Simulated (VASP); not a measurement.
Set up this calculation in VASP 6.6.1, as the native input.

- Task: single point
- Functional: RPBE
- Potentials or basis: VASP PAW PBE potentials, release 64 (Ni)
- Cutoff: 520 eV
- k mesh: 13 × 13 × 13
- Occupations: fermi-dirac, width 0.05 eV
- Spin: collinear spin, ferromagnetic start
- Starting moments: [1.0] μB
- Dipole correction: no
- Further INCAR settings: ALGO = Fast; EDIFF = 1e-07; NBANDS = 15

The structure of Ni lies in POSCAR:

```
Ni
1.0
    0.0000000000      1.7375729330      1.7375729330
    1.7375729330      0.0000000000      1.7375729330
    1.7375729330      1.7375729330      0.0000000000
Ni
1
Direct
    0.0000000000      0.0000000000      0.0000000000
```

One way to write it, as run:

INCAR

```
PREC = Accurate ; ENCUT = 520
EDIFF = 1E-7 ; ISMEAR = -1
SIGMA = 0.05 ; LREAL = F
LASPH = T ; NELM = 150
ALGO = Fast ; ISIF = 2
LWAVE = F ; LCHARG = F
ISPIN = 2 ; MAGMOM = 1
LORBIT = 11 ; LMAXMIX = 4
GGA = RP ; NBANDS = 15
```

KPOINTS

```
Automatic mesh
0
Gamma
  13 13 13
```

Potentials or basis: VASP PAW PBE potentials, release 64 (Ni).

Command:

```bash
$ cat potpaw_PBE.64/Ni/POTCAR > POTCAR
$ mpirun -np 1 vasp_std > vasp.out
```

It gave:

The pressure is 14.0 GPa and the net moment is 0.62 μB per cell. The site moments are Ni +0.63 μB and the valence electrons inside the program's atomic spheres are Ni 9.37.

Caveat: the PAW data sets were made with another functional, which shifts forces and pressure a little.

Wall time 15 s on 1 thread of Intel(R) Xeon(R) 6975P-C (Granite Rapids) (shared host), peak memory 0.13 GiB.
